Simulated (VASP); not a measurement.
# MoS2 in VASP: notebook, part 3 of 3

VASP 6.6.1.

### Step 6. Single point, PBE (shear xy strain +1.5%)

Input file INCAR:

```
PREC = Accurate
ENCUT = 520
EDIFF = 1E-6
ISMEAR = -1
SIGMA = 0.02
LREAL = F
LASPH = T
NELM = 100
ALGO = Normal
ISIF = 2
LWAVE = F
LCHARG = F
GGA = PE
NBANDS = 20
```

Input file KPOINTS:

```
regular mesh
0
Gamma
  10 10 10
```

Input file POSCAR:

```
MoS2
1.0
    1.5944652019      0.9285028672      6.1939396871
   -1.5807162629      0.9046890062      6.1939396871
   -0.0137489391     -1.8331918734      6.1939396871
Mo S
1 2
Direct
   -0.0009231340      0.0009277351     -0.0000504097
    0.4175322251      0.4164487398      0.4170179179
    0.2500575757      0.2492901918      0.2496991585
```

Potentials or basis: VASP PAW PBE potentials, release 64 (Mo_sv, S).

On the command line:

```
$ cat potpaw_PBE.64/Mo_sv/POTCAR potpaw_PBE.64/S/POTCAR > POTCAR
$ mpirun -np 1 vasp_std > vasp.out
```

OUTCAR:

```text
PREC = Accurate
   ENCUT = 520
   EDIFF = 1E-6
   ISMEAR = -1
   LREAL = F
   LASPH = T
   NELM = 100
   ISIF = 2
   GGA = PE

 ion  position               nearest neighbor table
   1  0.999  0.001  1.000-   3 2.40   2 2.40   3 2.40   2 2.40   3 2.41   2 2.41
   2  0.418  0.416  0.417-   1 2.40   1 2.40   1 2.41
   3  0.250  0.249  0.250-   1 2.40   1 2.40   1 2.41

  LATTYP: Found a triclinic cell.
 ALAT       =     3.1752707655
 B/A-ratio  =     1.0064738697
 C/A-ratio  =     2.0332631400
 COS(alpha) =     0.0021158268
 COS(beta)  =     0.2437806041
 COS(gamma) =     0.5096899839

  Lattice vectors:

 A1 = (  -3.1751814648,  -0.0238138610,   0.0000000000)
 A2 = (  -1.6082141410,  -2.7616947406,   0.0000000000)
 A3 = (  -1.5807162629,   0.9046890062,   6.1939396871)

Analysis of symmetry for initial positions (statically):
=====================================================================
 Subroutine PRICEL returns:
 Original cell was already a primitive cell.

 Routine SETGRP: Setting up the symmetry group for a
 triclinic supercell.

 Subroutine GETGRP returns: Found  1 space group operations
 (whereof  1 operations were pure point group operations)
 out of a pool of  2 trial point group operations.

The static configuration has the point symmetry C_1 .

Analysis of symmetry for dynamics (positions and initial velocities):
=====================================================================
 Subroutine PRICEL returns:
 Original cell was already a primitive cell.

 Routine SETGRP: Setting up the symmetry group for a
 triclinic supercell.

 Subroutine GETGRP returns: Found  1 space group operations
 (whereof  1 operations were pure point group operations)
 out of a pool of  2 trial point group operations.

The dynamic configuration has the point symmetry C_1 .

 Subroutine INISYM returns: Found  1 space group operations
 (whereof  1 operations are pure point group operations),
 and found     1 'primitive' translations

----------------------------------------------------------------------------------------

                                     Primitive cell

  volume of cell :      54.0767

  direct lattice vectors                    reciprocal lattice vectors
     1.594465202  0.928502867  6.193939687     0.313596528  0.179480238  0.053816044
    -1.580716263  0.904689006  6.193939687    -0.316324164  0.184204643  0.053816044
    -0.013748939 -1.833191873  6.193939687     0.002727637 -0.363684881  0.053816044

  length of vectors
     6.462919286  6.456161007  6.459541031     0.365310970  0.369984451  0.367655137

  position of ions in fractional coordinates (direct lattice)
     0.999076866  0.000927735  0.999949590
     0.417532225  0.416448740  0.417017918
     0.250057576  0.249290192  0.249699159

  ion indices of the primitive-cell ions
   primitive index   ion index
                 1           1
                 2           2
                 3           3

----------------------------------------------------------------------------------------

 KPOINTS: regular mesh

Automatic generation of k-mesh.
 Grid dimensions read from file:
 generate k-points for:   10   10   10

 Generating k-lattice:

  Cartesian coordinates                     Fractional coordinates (reciprocal lattice)
     0.031359653  0.017948024  0.005381604     0.100000000  0.000000000  0.000000000
    -0.031632416  0.018420464  0.005381604    -0.000000000  0.100000000  0.000000000
     0.000272764 -0.036368488  0.005381604    -0.000000000  0.000000000  0.100000000

  Length of vectors
     0.036531097  0.036998445  0.036765514

  Shift w.r.t. Gamma in fractional coordinates (k-lattice)
     0.000000000  0.000000000  0.000000000

 Subroutine IBZKPT returns following result:
 ===========================================

 Found    504 irreducible k-points:

 Following reciprocal coordinates:
            Coordinates               Weight
  0.000000  0.000000  0.000000      1.000000
  0.100000 -0.000000  0.000000      2.000000
  0.200000 -0.000000  0.000000      2.000000
  0.300000  0.000000  0.000000      2.000000
  0.400000  0.000000  0.000000      2.000000
  0.500000 -0.000000  0.000000      1.000000
[... 16 lines left out ...]
 -0.400000  0.200000 -0.000000      2.000000
 -0.300000  0.200000  0.000000      2.000000
 [... further k-points ...]
   k-points           NKPTS =    504   k-points in BZ     NKDIM =    504   number of bands    NBANDS=     20
   number of dos      NEDOS =    301   number of ions     NIONS =      3
   total plane-waves  NPLWV = 110592
   dimension x,y,z NGX =    48 NGY =   48 NGZ =   48
   dimension x,y,z NGXF=    96 NGYF=   96 NGZF=   96
   ions per type =               1   2
   NGX,Y,Z   is equivalent  to a cutoff of  12.35, 12.36, 12.35 a.u.
   NGXF,Y,Z  is equivalent  to a cutoff of  24.69, 24.72, 24.71 a.u.
 SYSTEM =  unknown system
   PREC   = accura    normal or accurate (medium, high low for compatibility)
   ISTART =      0    job   : 0-new  1-cont  2-samecut
   ICHARG =      2    charge: 1-file 2-atom 10-const
   ISPIN  =      1    spin polarized calculation?
   LNONCOLLINEAR =      F non collinear calculations
   LSORBIT =      F    spin-orbit coupling
   LASPH  =      T    aspherical Exc in radial PAW
   ENCUT  =  520.0 eV  38.22 Ry    6.18 a.u.  12.02 12.00 12.01*2*pi/ulx,y,z
   NELM   =    100;   NELMIN=  2; NELMDL= -5     # of ELM steps
   EDIFF  = 0.1E-05   stopping-criterion for ELM
   LREAL  =      F    real-space projection
   EDIFFG = 0.1E-04   stopping-criterion for IOM
   NSW    =      0    number of steps for IOM
   IBRION =     -1    ionic relax: 0-MD 1-quasi-New 2-CG
   NFREE  =      0    steps in history (QN), initial steepest desc. (CG)
   ISIF   =      2    stress and relaxation
   ISYM   =      2    0-nonsym 1-usesym 2-fastsym
   POTIM  = 0.5000    time-step for ionic-motion
   TEBEG  =    0.0;   TEEND  =   0.0 temperature during run
   PSTRESS=    0.0 pullay stress
   NELECT =      26.0000    total number of electrons
   NUPDOWN=      -1.0000    fix difference up-down
   EMIN   =  10.00;   EMAX   =-10.00  energy-range for DOS
   EFERMI =   0.00;   METHOD = LEGACY
   ISMEAR =    -1;   SIGMA  =   0.02  broadening in eV -4-tet -1-fermi 0-gaus
   EFERMI_NEDOS =   21; number of points for ismear=-14 and -15
   IALGO  =     38    algorithm
   IMIX   =      4    mixing-type and parameters
     AMIX     =   0.40;   BMIX     =  1.00
     AMIX_MAG =   1.60;   BMIX_MAG =  1.00
  volume/ion in A,a.u.               =      18.03       121.64
  Fermi-wavevector in a.u.,A,eV,Ry     =   1.282515  2.423602 22.379478  1.644845
  Thomas-Fermi vector in A             =   2.414822
   LORBIT       =      0    0 simple, 1 ext, 2 COOP (PROOUT), +10 PAW based schemes
   GGA     = PE    functional components
   LHFCALC =     F    Hartree Fock is set to
   AEXX    =    0.0000 exact exchange contribution
   IVDW    =     0    specifies the selected vdW correction
   LEPSILON=     F    determine dielectric tensor
   LRPA    =     F    only Hartree local field effects (RPA)
 non-spin polarized calculation
  energy-cutoff  :      520.00
  volume of cell :       54.08
 maximum number of plane-waves:      1479
   NGX = 23   NGY = 23   NGZ = 23

 number of electron      25.9999998 magnetization

 Free energy of the ion-electron system (eV)
  ---------------------------------------------------
  ext. energy  EPLUGINS =         0.00000000
  ---------------------------------------------------
  free energy    TOTEN  =       -21.81038399 eV

  energy without entropy =      -21.81038399  energy(sigma->0) =      -21.81038399

 E-fermi :   7.8282     XC(G=0): -10.7472

 val. band max:        7.3988678962   @ k =   0.5000   0.5000   0.5000
 cond. band min:       8.3824366385   @ k =  -0.0000  -0.2000   0.2000
 fundamental gap:      0.9835687423
 Fermi energy:         7.8281558981

 k-point     1 :       0.0000    0.0000    0.0000
  band No.  band energies     occupation
      1     -54.1363      2.00000
      2     -28.2859      2.00000
      3     -28.0848      2.00000
      4     -28.0604      2.00000
      5      -7.5586      2.00000
      6      -5.9108      2.00000
[... 12 lines left out ...]
     19      15.5285      0.00000
     20      15.8817      0.00000
[... 507 lines left out ...]
 k-point    24 :      -0.3000    0.2000    0.0000
  band No.  band energies     occupation
      1     -54.0979      2.00000
      2     -28.3966      2.00000
      3     -28.2172      2.00000
      4     -28.2093      2.00000
      5      -5.6353      2.00000
      6      -5.2905      2.00000
[... 12 lines left out ...]
     19      15.5045      0.00000
     20      16.4414      0.00000

 [... further k-points ...]
[... 5 lines left out ...]
  --------------------------------------------------------------------------------------
  -------------------------------------------------------------------------------------
  Total        0.6215886      0.6331523      1.0618427     -0.4117032      0.0001336     -0.0168403
  in kB       18.4163417     18.7589492     31.4601287    -12.1978858      0.0039583     -0.4989422
  external PRESSURE =      22.8784732 kB  Pullay stress =       0.0000000 kB

 VOLUME and BASIS-vectors are now :
 -----------------------------------------------------------------------------
  energy-cutoff  :      520.00
  volume of cell :       54.08
      direct lattice vectors                 reciprocal lattice vectors
     1.594465202  0.928502867  6.193939687     0.313596528  0.179480238  0.053816044
    -1.580716263  0.904689006  6.193939687    -0.316324164  0.184204643  0.053816044
    -0.013748939 -1.833191873  6.193939687     0.002727637 -0.363684881  0.053816044

 POSITION                                       TOTAL-FORCE (eV/Angst)
 -----------------------------------------------------------------------------------
      1.57778     -0.90461     12.38760        -0.009518      0.000026      0.002142
      0.00172     -0.00004      7.74861         0.004301      0.000021      0.095552
      0.00122     -0.00004      4.63955         0.005217     -0.000047     -0.097694
 -----------------------------------------------------------------------------------
    total drift:                                0.000042     -0.000005     -0.000020

  FREE ENERGIE OF THE ION-ELECTRON SYSTEM (eV)
  ---------------------------------------------------
  free  energy   TOTEN  =       -21.8103839932 eV

  energy  without entropy=      -21.8103839932  energy(sigma->0) =      -21.81038399
```

OSZICAR:

```text
N       E                     dE             d eps       ncg     rms          rms(c)
DAV:   1     0.181697690797E+03    0.18170E+03   -0.13457E+04 20224   0.123E+03
DAV:   2    -0.159524518181E+02   -0.19765E+03   -0.19232E+03 24368   0.315E+02
DAV:   3    -0.232049945483E+02   -0.72525E+01   -0.71843E+01 25152   0.566E+01
DAV:   4    -0.232868971278E+02   -0.81903E-01   -0.81856E-01 24664   0.640E+00
DAV:   5    -0.232881762941E+02   -0.12792E-02   -0.12791E-02 25404   0.776E-01    0.241E+01
DAV:   6    -0.222015729136E+02    0.10866E+01   -0.10751E+01 21504   0.198E+01    0.894E+00
DAV:   7    -0.219107525222E+02    0.29082E+00   -0.39068E+00 20592   0.114E+01    0.588E+00
DAV:   8    -0.218101883879E+02    0.10056E+00   -0.52001E-01 22684   0.444E+00    0.176E+00
DAV:   9    -0.218114728535E+02   -0.12845E-02   -0.20968E-02 23540   0.911E-01    0.608E-01
DAV:  10    -0.218103702360E+02    0.11026E-02   -0.86366E-03 22628   0.622E-01    0.134E-01
DAV:  11    -0.218103816760E+02   -0.11440E-04   -0.44534E-04 23724   0.147E-01    0.491E-02
DAV:  12    -0.218103646644E+02    0.17012E-04   -0.93439E-05 23168   0.625E-02    0.314E-02
DAV:  13    -0.218103837382E+02   -0.19074E-04   -0.28062E-05 21536   0.312E-02    0.870E-03
DAV:  14    -0.218103839932E+02   -0.25507E-06   -0.15581E-06 20072   0.750E-03
   1 F= -.21810384E+02 E0= -.21810384E+02  d E =-.545762E-12
```

stdout:

```text
POSCAR found type information on POSCAR MoS
 POSCAR found :  2 types and       3 ions
 scaLAPACK will be used
 LDA part: xc-table for (Slater+PW92), standard interpolation
 POSCAR, INCAR and KPOINTS ok, starting setup
 FFT: planning ... GRIDC
 FFT: planning ... GRID_SOFT
 FFT: planning ... GRID
 WAVECAR not read
 entering main loop
```

It took 33 min on 1 thread of Oxide Virtual Turin-like, shared host; peak memory 0.67 GiB.

Results:

- Free energy: -21.8104 eV
- Pressure: 2.3 GPa
- Largest force: 0.098 eV/Å
- Band gap on the k mesh: 0.98 eV (least direct gap 1.89 eV)

Forces in eV/Å, atoms in the order of the input:
```
Mo  -0.010  0.000  0.002
S    0.004  0.000  0.096
S    0.005  0.000 -0.098
```

Stress tensor (GPa, compression positive):
```
 1.84 -1.22 -0.05
-1.22  1.88  0.00
-0.05  0.00  3.15
```

Levels at points of the mesh, in eV from the valence-band top:
| k point | band 10 | band 11 | band 12 | band 13 | band 14 | band 15 | band 16 | band 17 |
| --- | --- | --- | --- | --- | --- | --- | --- | --- |
| (0.00, 0.00, 0.00) | -2.28 | -2.19 | -1.25 | -1.12 | 2.00 | 2.08 | 2.35 | 2.48 |
| (0.50, 0.00, 0.00) | -3.84 | -2.35 | -1.52 | -1.47 | 1.59 | 2.01 | 3.48 | 3.51 |
| (0.00, 0.50, 0.00) | -4.02 | -2.30 | -1.68 | -1.37 | 1.60 | 2.03 | 3.42 | 3.45 |
| (0.50, 0.50, 0.00) | -3.86 | -2.86 | -1.78 | -1.26 | 1.55 | 2.15 | 3.02 | 3.86 |
| (0.00, 0.00, 0.50) | -3.93 | -2.33 | -1.60 | -1.42 | 1.59 | 2.03 | 3.44 | 3.49 |
| (0.50, 0.00, 0.50) | -3.95 | -2.83 | -1.86 | -1.23 | 1.56 | 2.16 | 3.00 | 3.83 |
| (0.00, 0.50, 0.50) | -3.77 | -2.90 | -1.69 | -1.30 | 1.55 | 2.13 | 3.04 | 3.88 |
| (0.50, 0.50, 0.50) | -3.26 | -2.25 | -2.16 | 0.00 | 2.09 | 2.17 | 2.22 | 2.35 |

Caveat: the cell differs from its parent crystal (shear xy strain +1.5%). A k mesh can miss the band edges.

### Step 7. The runs side by side

| level | cell | smearing | gap on the mesh (eV) | pressure (GPa) | largest force (eV/Å) |
| --- | --- | --- | --- | --- | --- |
| r2SCAN | a = 6.484 Å, angles 28.1°, 3 atoms, atomic positions A | gaussian 0.01 eV | 1.14 | 3.2 | 0.05 |
| r2SCAN | a = 6.460 Å, angles 28.5°, 3 atoms, atomic positions B | gaussian 0.01 eV | 1.09 | 1.2 | 0.05 |
| r2SCAN | a = 6.435 Å, angles 28.9°, 3 atoms, atomic positions C | gaussian 0.01 eV | 0.96 | -0.7 | 0.05 |
| r2SCAN | a = 6.524 Å, angles 28.5°, 3 atoms, atomic positions D | gaussian 0.01 eV | 1.02 | -1.0 | 0.05 |
| PBE | a = 6.463, b = 6.456, c = 6.460 Å, angles 28.3, 28.6, 28.5°, 3 atoms, atomic positions E | fermi-dirac 0.02 eV | 0.98 | 2.3 | 0.10 |

Alike in all rows: task single point; potentials or basis VASP PAW PBE potentials, release 64 (Mo_sv, S); no spin polarisation; k mesh 10 × 10 × 10; cutoff (eV) 520.

Caveats: the PAW data sets were made with another functional, which shifts forces and pressure a little (at least some runs); the cell stands under pressure (at least some runs).

Absolute energies hang on the potentials; compare differences alone.
